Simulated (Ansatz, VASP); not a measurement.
WS2 in VASP and in Ansatz

The input INCAR:

```
SYSTEM = WS2
ALGO = Normal ; EDIFF = 1E-6
ENCUT = 520 ; GGA = PE
ISIF = 2 ; ISMEAR = 0
LASPH = .TRUE. ; LCHARG = .FALSE.
LREAL = .FALSE. ; LWAVE = .FALSE.
NBANDS = 20 ; NELM = 60
PREC = Accurate ; SIGMA = 0.01
```

KPOINTS

```
k-points
0
G
  6 6 6
  0 0 0
```

The input POSCAR:

```
WS2
1.0
    1.5858866948      0.9156121101      6.2374697496
   -1.5858866948      0.9156121101      6.2374697496
    0.0000000000     -1.8312242203      6.2374697496
W S
1 2
Direct
   -0.0000115685     -0.0000115685     -0.0000115685
    0.4167981689      0.4167981689      0.4167981689
    0.2498800663      0.2498800663      0.2498800663
```

Input for Ansatz:

```yaml
crystal:
  lattice:
    - [1.5858866948, 0.9156121101, 6.2374697496]
    - [-1.5858866948, 0.9156121101, 6.2374697496]
    - [0.0, -1.8312242203, 6.2374697496]
  atoms:
    - { symbol: W, position: [-1.15685e-05, -1.15685e-05, -1.15685e-05] }
    - { symbol: S, position: [0.4167981689, 0.4167981689, 0.4167981689] }
    - { symbol: S, position: [0.2498800663, 0.2498800663, 0.2498800663] }
kpoints:
  mp_grid: { grid: [6, 6, 6] }
hamiltonian:
  xc: pbe
scf:
  occupations: { method: fixed }
  n_extra_bands: 4
output:
  forces: true
  stress: true
  eigenvalues: true
  write_density: true
  write_potential: true
  elf: true
  volumetric_format: npy
```

Alike in both runs: task single point; functional PBE; k mesh 6 × 6 × 6; no spin polarisation.

|  | VASP | Ansatz |
| --- | --- | --- |
| version | VASP 6.6.1 | Ansatz 0.2.0 |
| potentials or method | VASP PAW PBE potentials, release 64 (W_sv, S) | plane waves, PAW |
| plane-wave cutoff (eV) | 520 | 420 |
| occupations | gaussian, width 0.01 eV | fixed |
| valence electrons in the cell | 26 | 26 |

|  | VASP | Ansatz | Ansatz less VASP |
| --- | --- | --- | --- |
| gap on the k mesh at the Fermi level (eV) | 1.09 | 1.08 | -0.015 |
| pressure (GPa) | 3.2 | 3.3 | +0.04 |
| traceless stress, the component that is largest in VASP (GPa) | 0.92 | 0.92 | +0.004 |
| rms of the force components (eV/Å) | 0.095 | 0.094 | -0.0010 |

Atom by atom the forces differ by 0.001 eV/Å (rms over components).

Spin-orbit coupling is off throughout.
